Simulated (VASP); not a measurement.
A run of VASP 6.6.1 is set up as follows.

INCAR

```
SYSTEM = NaAgPtC6N6
PREC = Accurate ; ENCUT = 1130
EDIFF = 1E-6 ; ISMEAR = 0
SIGMA = 0.1 ; LREAL = Auto
LASPH = .True. ; NELM = 120
ALGO = Normal ; ISIF = 2
LWAVE = .False. ; LCHARG = .True.
GGA = PE ; LELF = .True.
LVHAR = .True. ; NBANDS = 63
GGA_COMPAT = .False.
```

KPOINTS

```
regular mesh
0
Gamma
  4 4 4
  0 0 0
```

POSCAR

```
NaAgPtC6N6
1.0
    0.0000000000      5.1995000000      5.1995000000
    5.1995000000      0.0000000000      5.1995000000
    5.1995000000      5.1995000000      0.0000000000
Na Ag Pt C N
1 1 1 6 6
Direct
    0.7500000000      0.7500000000      0.7500000000
    0.0000000000      0.0000000000      0.0000000000
    0.5000000000      0.5000000000      0.5000000000
    0.8055582300      0.1944417700      0.1944417700
    0.1944417700      0.1944417700      0.8055582300
    0.8055582300      0.1944417700      0.8055582300
    0.1944417700      0.8055582300      0.8055582300
    0.8055582300      0.8055582300      0.1944417700
    0.1944417700      0.8055582300      0.1944417700
    0.6930474100      0.3069525900      0.3069525900
    0.3069525900      0.3069525900      0.6930474100
    0.6930474100      0.3069525900      0.6930474100
    0.3069525900      0.6930474100      0.6930474100
    0.6930474100      0.6930474100      0.3069525900
    0.3069525900      0.6930474100      0.3069525900
```

Potentials or basis: VASP PAW PBE potentials, release 64 (Na_sv, Ag_sv_GW, Pt_sv_GW, C, N).

Run with:

```console
$ cat potpaw_PBE.64/Na_sv/POTCAR potpaw_PBE.64/Ag_sv_GW/POTCAR potpaw_PBE.64/Pt_sv_GW/POTCAR potpaw_PBE.64/C/POTCAR potpaw_PBE.64/N/POTCAR > POTCAR
$ mpirun -np 1 vasp_std > vasp.out
```

Q: What does it give for the largest force?

A: 2.568 eV/Å.

Q: What does it give for the band gap on the k mesh?

A: 0.35 eV (least direct gap 0.39 eV).

Q: Predict the pressure.

A: 13.7 GPa.

Forces in eV/Å, atoms in the order of the input:
```
Na   0.000  0.000  0.000
Ag   0.000  0.000  0.000
Pt   0.000  0.000  0.000
C    2.568  0.000  0.000
C    0.000  0.000  2.568
C    0.000 -2.568  0.000
C   -2.568  0.000  0.000
C    0.000  0.000 -2.568
C    0.000  2.568  0.000
N    0.075  0.000  0.000
N    0.000  0.000  0.075
N    0.000 -0.075  0.000
N   -0.075  0.000  0.000
N    0.000  0.000 -0.075
N    0.000  0.075  0.000
```

Caveat: the cell stands under pressure; spin-orbit coupling is left out, which moves the levels of the heavy elements; forces of over 1 eV/Å act on the atoms, so gaps and moduli don't describe the material at rest. A k mesh can miss the band edges.
